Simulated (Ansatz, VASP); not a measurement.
# Two plane-wave programs on Be2Si

```
Si Be
1.0
     0.00000    2.64000    2.64000
     2.64000    0.00000    2.64000
     2.64000    2.64000    0.00000
Si Be
1 2
Cartesian
  0.0000 0.0000 0.0000
  1.3200 1.3200 1.3200
  3.9600 3.9600 3.9600
```

Alike in both runs: functional HSE06; k mesh 5 × 5 × 5; occupations fermi-dirac, width 0.05 eV; no spin polarisation.

```csv
,VASP,Ansatz
version,VASP 6.6.1,Ansatz 0.2.0
potentials or method,"VASP PAW PBE potentials, release 64 (Si, Be)",Ansatz PAW
plane-wave cutoff (eV),520,420
valence electrons in the cell,8,8
task,single point,projected density of states
```

VASP gave:

| Item | Value |
| --- | --- |
| gap on the k mesh at the Fermi level (eV) | none |
| pressure (GPa) | -0.5 |

**Question.** Which values does Ansatz return?

**Answer.** gap on the k mesh at the Fermi level (eV): none; pressure (GPa): -0.3.

A gap of «none» marks a metal or a gap that the smearing closes.

The k mesh is coarse, so the values compare programs but aren't converged.
